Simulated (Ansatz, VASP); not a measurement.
## In3SbTe2: VASP beside Ansatz

```
In Sb Te
1.0
     5.16353    0.00000    0.00000
    -2.58176    4.47175    0.00000
     0.00000    0.00000    8.24802
In Sb Te
3 1 2
Direct
  0.50000 0.00000 0.50000
  0.00000 0.50000 0.50000
  0.50000 0.50000 0.50000
  0.00000 0.00000 0.50000
  0.33333 0.66667 0.00000
  0.66667 0.33333 0.00000
```

Alike in both runs: task relaxation of cell and atoms; functional PBE; k mesh 6 × 6 × 2; occupations gaussian, width 0.1 eV; no spin polarisation.

```csv
,VASP,Ansatz
version,VASP 6.6.1,Ansatz 0.2.0
potentials or method,"VASP PAW PBE potentials, release 64 (In_d, Sb, Te), cutoff 600 eV","scalar-relativistic, plane waves, PAW"
valence electrons in the cell,56,86
```

```tsv
	VASP	Ansatz	Ansatz less VASP
gap on the k mesh at the Fermi level, each at its own relaxed structure (eV)	none	none	-
relaxed volume (Å³/atom)	33.18	33.14	-0.048
relaxed cell length with the largest relative difference (Å)	4.592	4.628	+0.0361
```

A gap of «none» marks a metal or a gap that the smearing closes. VASP's potentials hold 56 valence electrons a cell and Ansatz's 86, so a difference there can come from the potentials and not from the codes.

The k mesh is coarse, so the values compare programs but aren't converged. Neither program's run includes spin-orbit coupling.
